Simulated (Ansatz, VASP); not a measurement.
# Two plane-wave programs on Cd

```xyz
1
Lattice="-1.8008 1.8008 1.8008 1.8008 -1.8008 1.8008 1.8008 1.8008 -1.8008" Properties=species:S:1:pos:R:3 pbc="T T T"
Cd    0.0000    0.0000    0.0000
```

Alike in both runs: task single point; functional PBE; k mesh 12 × 12 × 12; occupations fermi-dirac, width 0.1 eV; non-collinear spin, spin-orbit coupling.

```csv
,VASP,Ansatz
version,VASP 6.6.1,Ansatz 0.2.0
potentials or method,"VASP PAW PBE potentials, release 64 (Cd), cutoff 520 eV","plane waves (420 eV) with PAW, fully relativistic with spin-orbit coupling"
valence electrons in the cell,12,20
```

|  | VASP | Ansatz | Ansatz less VASP |
| --- | --- | --- | --- |
| net moment per atom (μB) | 0.00 | 0.00 | 0.000 |

VASP's potentials hold 12 valence electrons a cell and Ansatz's 20, so a difference there can come from the potentials and not from the codes.
